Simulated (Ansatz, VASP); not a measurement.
## CrO2: VASP beside Ansatz

File INCAR:

```
PREC = Accurate
ENCUT = 520
EDIFF = 1E-6
ISMEAR = 0
SIGMA = 0.1
LREAL = F
LASPH = T
NELM = 60
ALGO = Normal
ISIF = 2
LWAVE = F
LCHARG = T
GGA = PE
LELF = T
LVHAR = T
NBANDS = 19
```

File KPOINTS:

```
Automatic mesh
0
Gamma
  18 18 8
```

POSCAR

```
CrO2
1.0
    2.8937217999      0.0000000000      0.0000000000
   -1.4468609000      2.5060365902      0.0000000000
    0.0000000000      0.0000000000      5.3431273234
Cr O
1 2
Direct
    0.0000000000      0.0000000000      0.0000000000
    0.3333333333      0.6666666667      0.1774269764
    0.6666666667      0.3333333333      0.8225730236
```

Input for Ansatz:

```yaml
crystal:
  lattice:
    - [2.8937217999, 0.0, 0.0]
    - [-1.4468609, 2.5060365902, 0.0]
    - [0.0, 0.0, 5.3431273234]
  atoms:
    - { symbol: Cr, position: [0.0, 0.0, 0.0] }
    - { symbol: O, position: [0.3333333333, 0.6666666667, 0.1774269764] }
    - { symbol: O, position: [0.6666666667, 0.3333333333, 0.8225730236] }
basis:
  ecutwfc: 420
kpoints:
  mp_grid: { grid: [18, 18, 8] }
hamiltonian:
  xc: pbe
scf:
  occupations: { method: gaussian, width: 0.1 }
  lower_state_search: "off"
output:
  forces: true
  stress: true
  eigenvalues: true
```

Alike in both runs: task single point; functional PBE; k mesh 18 × 18 × 8; occupations gaussian, width 0.1 eV; no spin polarisation.

```csv
,VASP,Ansatz
version,VASP 6.6.1,Ansatz 0.2.0
potentials or method,"VASP PAW PBE potentials, release 64 (Cr_pv, O), cutoff 520 eV","scalar-relativistic, plane waves, PAW"
valence electrons in the cell,24,26
```

Ansatz gave:

```
gap on the k mesh at the Fermi level (eV)                     : none
pressure (GPa)                                                : -4.1
traceless stress, the component that is largest in VASP (GPa) : 6.28
rms of the force components (eV/Å)                            : 0.128
```

Task: Which values does VASP return?

Result: gap on the k mesh at the Fermi level (eV): none; pressure (GPa): -3.6; traceless stress, the component that is largest in VASP (GPa): 5.80; rms of the force components (eV/Å): 0.149.

Atom by atom the forces differ by 0.021 eV/Å (rms over components). A gap of «none» marks a metal or a gap that the smearing closes. The functional is the same, so the differences come from potentials, cutoffs and numerics. VASP's potentials hold 24 valence electrons a cell and Ansatz's 26, so a difference there can come from the potentials and not from the codes.
